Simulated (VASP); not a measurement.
Here is a VASP 6.6.1 calculation.

INCAR

```
ALGO = Normal
EDIFF = 1E-7
EDIFFG = -0.003
ENCUT = 600
GGA = PE
IBRION = 2
ISIF = 3
ISMEAR = 0
LASPH = T
LCHARG = F
LREAL = F
LWAVE = F
NELM = 100
NSW = 80
PREC = Accurate
SIGMA = 0.03
```

KPOINTS

```
k-points
0
Gamma
  15 15 9
```

POSCAR

```
SnSe2
1.0
    3.8110000000      0.0000000000      0.0000000000
   -1.9055000000      3.3004228138      0.0000000000
    0.0000000000      0.0000000000      6.1370000000
Sn Se
1 2
Direct
    0.0000000000      0.0000000000      0.0000000000
    0.3333333333      0.6666666667      0.2500000000
    0.6666666667      0.3333333333      0.7500000000
```

Potentials or basis: VASP PAW PBE potentials, release 64 (Sn_d, Se).

Command:

```bash
$ cat potpaw_PBE.64/Sn_d/POTCAR potpaw_PBE.64/Se/POTCAR > POTCAR
$ mpirun -np 1 vasp_std > vasp.out
```

(1) What does it give for the band gap on the k mesh?

(2) What does it give for the relaxed volume?

(3) Predict the space group after relaxing (to 0.05 Å).

(4) Estimate the relaxed cell.

## Answers

(1) 0.69 eV, indirect (least direct gap 1.07 eV).

(2) 30.00 Å³/atom.

(3) P-3m1 (No. 164).

(4) a = 3.873 Å, b = 3.873 Å, c = 6.928 Å, α = 90.00°, β = 90.00°, γ = 120.00°.

Caveat: the volume moved by over 15 % at a fixed basis, so the end points are rough; spin-orbit coupling is left out, which moves the levels of the heavy elements; this functional lacks dispersion, which binds the layers, so the pressure and a relaxed spacing across them are unreliable.
